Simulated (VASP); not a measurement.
# Be3Te4Ir (P-43m) in VASP: further runs, part 2 of 2

VASP 6.6.1. The steps go on from the part before.

## (3) Relaxation of cell and atoms, PBE

This run uses another cell than the first one, of 24.10 Å³/atom.

INCAR reads:

```
SYSTEM = Be3Te4Ir
PREC     = Accurate       ! precision mode
ENCUT    = 600            ! plane-wave cutoff, eV
EDIFF    = 1E-7           ! SCF threshold, eV
ISMEAR   = 0              ! smearing method
SIGMA    = 0.1            ! smearing width, eV
LREAL    = .False.        ! projectors in reciprocal space
LASPH    = .True.         ! aspherical terms in the spheres
NELM     = 80             ! most SCF steps
ALGO     = Normal         ! electronic algorithm
ISIF     = 3              ! what is computed and relaxed
LWAVE    = .False.        ! write WAVECAR
LCHARG   = .False.        ! write CHGCAR
GGA      = PE             ! functional
IBRION   = 2              ! ionic algorithm
NSW      = 90             ! ionic steps
EDIFFG   = -0.04          ! ionic threshold
```

KPOINTS reads:

```
regular mesh
0
Gamma
  4 4 4
  0 0 0
```

POSCAR reads:

```
Be3Te4Ir
1.0
    5.7769242013      0.0000000000      0.0000000000
    0.0000000000      5.7769242013      0.0000000000
    0.0000000000      0.0000000000      5.7769242013
Be Te Ir
3 4 1
Direct
    0.5000000000      0.0000000000      0.0000000000
    0.0000000000      0.5000000000      0.0000000000
    0.0000000000      0.0000000000      0.5000000000
    0.2350000000      0.2350000000      0.2350000000
    0.2350000000      0.7650000000      0.7650000000
    0.7650000000      0.7650000000      0.2350000000
    0.7650000000      0.2350000000      0.7650000000
    0.0000000000      0.0000000000      0.0000000000
```

Potentials or basis: VASP PAW PBE potentials, release 64 (Be, Te, Ir).

Launch:

```
> cat potpaw_PBE.64/Be/POTCAR potpaw_PBE.64/Te/POTCAR potpaw_PBE.64/Ir/POTCAR > POTCAR
> mpirun -np 1 vasp_std > vasp.out
```

OUTCAR:

```text
SYSTEM = Be3Te4Ir
   PREC = Accurate
   ENCUT = 600
   EDIFF = 1E-7
   ISMEAR = 0
   LREAL = .False.
   LASPH = .True.
   NELM = 80
   ISIF = 3
   GGA = PE
   IBRION = 2
   NSW = 90
   EDIFFG = -0.04

 ion  position               nearest neighbor table
   1  0.500  0.000  0.000-   4 2.46   5 2.46   6 2.46   7 2.46   8 2.89   8 2.89
   2  0.000  0.500  0.000-   4 2.46   5 2.46   6 2.46   7 2.46   8 2.89   8 2.89
   3  0.000  0.000  0.500-   4 2.46   5 2.46   6 2.46   7 2.46   8 2.89   8 2.89
   4  0.235  0.235  0.235-   8 2.35   2 2.46   3 2.46   1 2.46
   5  0.235  0.765  0.765-   8 2.35   2 2.46   3 2.46   1 2.46
   6  0.765  0.765  0.235-   8 2.35   2 2.46   3 2.46   1 2.46
   7  0.765  0.235  0.765-   8 2.35   2 2.46   3 2.46   1 2.46
   8  0.000  0.000  0.000-   4 2.35   5 2.35   6 2.35   7 2.35   2 2.89   3 2.89   1 2.89   3 2.89
                             2 2.89   1 2.89

  LATTYP: Found a simple cubic cell.
 ALAT       =     5.7769242013

  Lattice vectors:

 A1 = (   5.7769242013,   0.0000000000,   0.0000000000)
 A2 = (   0.0000000000,   5.7769242013,   0.0000000000)
 A3 = (   0.0000000000,   0.0000000000,   5.7769242013)

Analysis of symmetry for initial positions (statically):
=====================================================================
 Subroutine PRICEL returns:
 Original cell was already a primitive cell.

 Routine SETGRP: Setting up the symmetry group for a
 simple cubic supercell.

 Subroutine GETGRP returns: Found 24 space group operations
 (whereof 24 operations were pure point group operations)
 out of a pool of 48 trial point group operations.

The static configuration has the point symmetry T_d .

Analysis of symmetry for dynamics (positions and initial velocities):
=====================================================================
 Subroutine PRICEL returns:
 Original cell was already a primitive cell.

 Routine SETGRP: Setting up the symmetry group for a
 simple cubic supercell.

 Subroutine GETGRP returns: Found 24 space group operations
 (whereof 24 operations were pure point group operations)
 out of a pool of 48 trial point group operations.

The dynamic configuration has the point symmetry T_d .

 Subroutine INISYM returns: Found 24 space group operations
 (whereof 24 operations are pure point group operations),
 and found     1 'primitive' translations

----------------------------------------------------------------------------------------

                                     Primitive cell

  volume of cell :     192.7924

  direct lattice vectors                    reciprocal lattice vectors
     5.776924201  0.000000000  0.000000000     0.173102496  0.000000000  0.000000000
     0.000000000  5.776924201  0.000000000     0.000000000  0.173102496  0.000000000
     0.000000000  0.000000000  5.776924201     0.000000000  0.000000000  0.173102496

  length of vectors
     5.776924201  5.776924201  5.776924201     0.173102496  0.173102496  0.173102496

  position of ions in fractional coordinates (direct lattice)
     0.500000000  0.000000000  0.000000000
     0.000000000  0.500000000  0.000000000
     0.000000000  0.000000000  0.500000000
     0.235000000  0.235000000  0.235000000
     0.235000000  0.765000000  0.765000000
     0.765000000  0.765000000  0.235000000
     0.765000000  0.235000000  0.765000000
     0.000000000  0.000000000  0.000000000

[... 55 lines left out ...]
   NGX,Y,Z   is equivalent  to a cutoff of  13.81, 13.81, 13.81 a.u.
   NGXF,Y,Z  is equivalent  to a cutoff of  27.63, 27.63, 27.63 a.u.
 SYSTEM =  Be3Te4Ir
   PREC   = accura    normal or accurate (medium, high low for compatibility)
   ISTART =      0    job   : 0-new  1-cont  2-samecut
   ICHARG =      2    charge: 1-file 2-atom 10-const
   ISPIN  =      1    spin polarized calculation?
   LNONCOLLINEAR =      F non collinear calculations
   LSORBIT =      F    spin-orbit coupling
   LASPH  =      T    aspherical Exc in radial PAW
   ENCUT  =  600.0 eV  44.10 Ry    6.64 a.u.  11.54 11.54 11.54*2*pi/ulx,y,z
   NELM   =     80;   NELMIN=  2; NELMDL= -5     # of ELM steps
   EDIFF  = 0.1E-06   stopping-criterion for ELM
   LREAL  =      F    real-space projection
   EDIFFG = -.4E-01   stopping-criterion for IOM
   NSW    =     90    number of steps for IOM
   IBRION =      2    ionic relax: 0-MD 1-quasi-New 2-CG
   NFREE  =      1    steps in history (QN), initial steepest desc. (CG)
   ISIF   =      3    stress and relaxation
   ISYM   =      2    0-nonsym 1-usesym 2-fastsym
   POTIM  = 0.5000    time-step for ionic-motion
   TEBEG  =    0.0;   TEEND  =   0.0 temperature during run
   PSTRESS=    0.0 pullay stress
   NELECT =      39.0000    total number of electrons
   NUPDOWN=      -1.0000    fix difference up-down
   EMIN   =  10.00;   EMAX   =-10.00  energy-range for DOS
   EFERMI =   0.00;   METHOD = LEGACY
   ISMEAR =     0;   SIGMA  =   0.10  broadening in eV -4-tet -1-fermi 0-gaus
   EFERMI_NEDOS =   21; number of points for ismear=-14 and -15
   IALGO  =     38    algorithm
   IMIX   =      4    mixing-type and parameters
     AMIX     =   0.40;   BMIX     =  1.00
     AMIX_MAG =   1.60;   BMIX_MAG =  1.00
  volume/ion in A,a.u.               =      24.10       162.63
  Fermi-wavevector in a.u.,A,eV,Ry     =   0.961021  1.816067 12.565824  0.923562
  Thomas-Fermi vector in A             =   2.090357
   LORBIT       =      0    0 simple, 1 ext, 2 COOP (PROOUT), +10 PAW based schemes
   GGA     = PE    functional components
   LHFCALC =     F    Hartree Fock is set to
   AEXX    =    0.0000 exact exchange contribution
   IVDW    =     0    specifies the selected vdW correction
   LEPSILON=     F    determine dielectric tensor
   LRPA    =     F    only Hartree local field effects (RPA)
 conjugate gradient relaxation of ions
 non-spin polarized calculation
 Gauss-broadening in eV      SIGMA  =   0.10
  energy-cutoff  :      600.00
  volume of cell :      192.79
 maximum number of plane-waves:      6488
 NGX is ok and might be reduce to    48
   NGX = 23   NGY = 23   NGZ = 23

--------------------------------------- Ionic step        1  -------------------------------------------

 number of electron      38.9999999 magnetization

 Free energy of the ion-electron system (eV)
  ---------------------------------------------------
  ext. energy  EPLUGINS =         0.00000000
  ---------------------------------------------------
  free energy    TOTEN  =       -29.36244222 eV

  energy without entropy =      -29.32544785  energy(sigma->0) =      -29.34394504

------------------------ aborting loop because EDIFF is reached ----------------------------------------

  FORCE on cell =-STRESS in cart. coord.  units (eV):
  Direction    XX          YY          ZZ          XY          YZ          ZX
  --------------------------------------------------------------------------------------
  -------------------------------------------------------------------------------------
  Total       15.7867639     15.7867639     15.7867639      0.0000000      0.0000000     -0.0000000
  in kB      131.1939138    131.1939138    131.1939138      0.0000000      0.0000000     -0.0000000
  external PRESSURE =     131.1939138 kB  Pullay stress =       0.0000000 kB
[... 107 lines left out ...]
  FREE ENERGIE OF THE ION-ELECTRON SYSTEM (eV)
  ---------------------------------------------------
  free  energy   TOTEN  =       -31.5956479416 eV

  energy  without entropy=      -31.5475210190  energy(sigma->0) =      -31.57158448

 E-fermi :   4.9145     XC(G=0):  -8.9401

 val. band max:        4.9028354888   @ k =   0.2500   0.0000   0.0000
 cond. band min:       4.9554401476   @ k =   0.5000   0.2500   0.2500
 fundamental gap:      0.0526046587
 Fermi energy:         4.9144772371

 k-point     1 :       0.0000    0.0000    0.0000
  band No.  band energies     occupation
      1      -7.7722      2.00000
      2      -6.3325      2.00000
      3      -6.3325      2.00000
      4      -6.3325      2.00000
      5      -1.0231      2.00000
      6      -1.0231      2.00000
[... 259 lines left out ...]
     23       6.8381      0.00000
     24       6.8381      0.00000

[... ionic steps 4 to 8 ...]

--------------------------------------- Ionic step        9  -------------------------------------------

 number of electron      39.0000003 magnetization

------------------------ aborting loop because EDIFF is reached ----------------------------------------
[... 79 lines left out ...]
--------------------------------------- Ionic step       11  -------------------------------------------

 number of electron      39.0000000 magnetization

 Free energy of the ion-electron system (eV)
  ---------------------------------------------------
  ext. energy  EPLUGINS =         0.00000000
  ---------------------------------------------------
  free energy    TOTEN  =       -32.77146382 eV

  energy without entropy =      -32.74267882  energy(sigma->0) =      -32.75707132

 E-fermi :   6.5211     XC(G=0):  -9.8327

 val. band max:        6.5165097596   @ k =   0.2500   0.0000   0.0000
 cond. band min:       6.5475666322   @ k =   0.0000   0.0000   0.0000
 fundamental gap:      0.0310568726
 Fermi energy:         6.5210597653

 k-point     1 :       0.0000    0.0000    0.0000
  band No.  band energies     occupation
      1      -6.6273      2.00000
      2      -4.5550      2.00000
      3      -4.5550      2.00000
      4      -4.5550      2.00000
      5       0.4132      2.00000
      6       0.4221      2.00000
[... 294 lines left out ...]
  FREE ENERGIE OF THE ION-ELECTRON SYSTEM (eV)
  ---------------------------------------------------
  free  energy   TOTEN  =       -32.7714638230 eV

  energy  without entropy=      -32.7426788160  energy(sigma->0) =      -32.75707132

 reached required accuracy - stopping structural energy minimisation
```

Wall time 13 min (1 thread of Intel Xeon Platinum 8488C (Sapphire Rapids), shared host); peak memory 0.39 GiB.

What came out:

| Quantity | Value |
| --- | --- |
| Free energy | -32.7715 eV |
| Relaxed volume | 21.45 Å³/atom |
| Relaxed cell | a = 5.557 Å, b = 5.557 Å, c = 5.557 Å, α = 90.00°, β = 90.00°, γ = 90.00° |
| Space group after relaxing (to 0.1 Å) | P-43m (No. 215) |
| Energy gained by relaxing | 426.1 meV/atom |
| Ionic steps | 11 |
| Pressure after relaxing | 0.2 GPa |
| Largest force after relaxing | 0.029 eV/Å |
| Band gap on the k mesh | zero (an odd number of electrons rules out a gap without spin polarisation) |

Forces on the atoms (eV/Å):
```
Be   0.000  0.000  0.000
Be   0.000  0.000  0.000
Be   0.000  0.000  0.000
Te  -0.017 -0.017 -0.017
Te  -0.017  0.017  0.017
Te   0.017  0.017 -0.017
Te   0.017 -0.017  0.017
Ir   0.000  0.000  0.000
```

Step by step:
```
step  energy change (eV)  largest force (eV/Å)  pressure (GPa)  volume (Å³)
   1              0.0000                5.9362           13.12       192.79
   2             -0.0680                1.6335          -10.68       253.26
   3             -2.2332                0.7200           -3.78       218.28
   4             -2.2426                0.8911           -3.24       216.85
   5             -2.2435                0.9883           -2.93       216.06
   6             -2.6336                0.9707           -2.33       204.89
   7             -3.3132                0.8437            1.97       173.69
   8             -3.3132                0.7461            3.59       167.31
   9             -3.3284                0.6593           -0.20       168.28
  10             -3.3887                0.0226            1.43       167.81
  11             -3.4090                0.0287            0.20       171.59
```

Final structure:
```
Be Te Ir
1.0
     5.55685    0.00000    0.00000
     0.00000    5.55685    0.00000
     0.00000    0.00000    5.55685
Be Te Ir
3 4 1
Direct
  0.50000 0.00000 0.00000
  0.00000 0.50000 0.00000
  0.00000 0.00000 0.50000
  0.27565 0.27565 0.27565
  0.27565 0.72435 0.72435
  0.72435 0.72435 0.27565
  0.72435 0.27565 0.72435
  0.00000 0.00000 0.00000
```

Levels at points of the mesh, in eV from the Fermi level:
```tsv
k point	band 15	band 16	band 17	band 18	band 19	band 20	band 21	band 22	band 23	band 24
(0.00, 0.00, 0.00)	-2.34	-2.34	-1.54	-1.54	0.03	0.03	0.03	1.87	2.55	2.55
(0.50, 0.00, 0.00)	-1.96	-1.96	-1.39	-0.88	-0.76	-0.24	-0.24	2.61	2.97	4.15
(0.50, 0.50, 0.00)	-2.43	-1.81	-1.06	-1.01	0.08	0.08	0.65	3.21	3.30	3.30
(0.50, 0.50, 0.50)	-1.49	-1.49	0.15	0.15	0.65	0.65	0.65	2.80	2.80	2.80
```

Caveat: spin-orbit coupling is left out, which moves the levels of the heavy elements.

The gap in the log of VASP goes by the Fermi energy; the results here count the filled bands.